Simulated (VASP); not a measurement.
Wanted: the native input for a VASP 6.6.1 run.

```
Task                   : single point
Functional             : PBE
Potentials or basis    : VASP PAW PBE potentials, release 64 (Te)
Cutoff                 : 520 eV
k mesh                 : 4 × 4 × 4
Occupations            : gaussian, width 0.1 eV
Spin                   : no spin polarisation
Dipole correction      : no
Further INCAR settings : ALGO = Normal; EDIFF = 1e-06; NBANDS = 34
```

The structure of Te lies in POSCAR:

```
Te
1.0
    6.1516751730      0.0000000000      0.0000000000
    0.0000000000      6.1516751730      0.0000000000
    0.0000000000      0.0000000000      6.1516751730
Te
8
Direct
    0.5000000000      0.5000000000      0.5000000000
    0.0000000000      0.0000000000      0.0000000000
    0.2500000000      0.0000000000      0.5000000000
    0.5000000000      0.2500000000      0.0000000000
    0.5000000000      0.7500000000      0.0000000000
    0.7500000000      0.0000000000      0.5000000000
    0.0000000000      0.5000000000      0.7500000000
    0.0000000000      0.5000000000      0.2500000000
```

The input as run:

INCAR

```
SYSTEM = Te
  PREC = Accurate
  ENCUT = 520
  EDIFF = 1E-6
  ISMEAR = 0
  SIGMA = 0.1
  LREAL = .False.
  LASPH = .True.
  NELM = 80
  ALGO = Normal
  ISIF = 2
  LWAVE = .False.
  LCHARG = .True.
  GGA = PE
  LELF = .True.
  LVHAR = .True.
  NBANDS = 34
```

KPOINTS

```
regular mesh
0
Gamma
  4 4 4
  0 0 0
```

Potentials or basis: VASP PAW PBE potentials, release 64 (Te).

The run is started by

```console
$ cat potpaw_PBE.64/Te/POTCAR > POTCAR
$ mpirun -np 1 vasp_std > vasp.out
```

Results of the run:

| Item | Value |
| --- | --- |
| Pressure | 0.0 GPa |
| Band gap on the k mesh | zero (band 24 reaches 7.55 eV, above the bottom of band 25 at 6.69 eV) |

Caveat: spin-orbit coupling is left out, which moves the levels of the heavy elements.

It took 73 s on 1 thread of Oxide Virtual Turin-like Processor, with other jobs on the host, peak memory 0.29 GiB.
